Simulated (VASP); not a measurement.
Here is a VASP 6.6.1 calculation.

Contents of INCAR:

```
SYSTEM = MoAs3
  ALGO = Normal
  EDIFF = 1E-6
  ENCUT = 520
  GGA = PE
  ISIF = 2
  ISMEAR = 0
  LASPH = .True.
  LCHARG = .True.
  LELF = .True.
  LREAL = .False.
  LVHAR = .True.
  LWAVE = .False.
  NBANDS = 22
  NELM = 100
  PREC = Accurate
  SIGMA = 0.1
```

The input KPOINTS:

```
k-points
0
Gamma
  12 12 12
  0 0 0
```

The input POSCAR:

```
MoAs3
1.0
    4.1246052072      0.0000000000      0.0000000000
    0.0000000000      4.1246052072      0.0000000000
    0.0000000000      0.0000000000      4.1246052072
Mo As
1 3
Direct
    0.0000000000      0.0000000000      0.0000000000
    0.0000000000      0.5000000000      0.5000000000
    0.5000000000      0.0000000000      0.5000000000
    0.5000000000      0.5000000000      0.0000000000
```

Potentials or basis: VASP PAW PBE potentials, release 64 (Mo_sv, As).

Command:

```bash
$ cat potpaw_PBE.64/Mo_sv/POTCAR potpaw_PBE.64/As/POTCAR > POTCAR
$ mpirun -np 1 vasp_std > vasp.out
```

Problem. What does it give for the pressure?

Solution. 0.2 GPa.

Problem. Predict the band gap on the k mesh.

Solution. Zero (an odd number of electrons rules out a gap without spin polarisation).
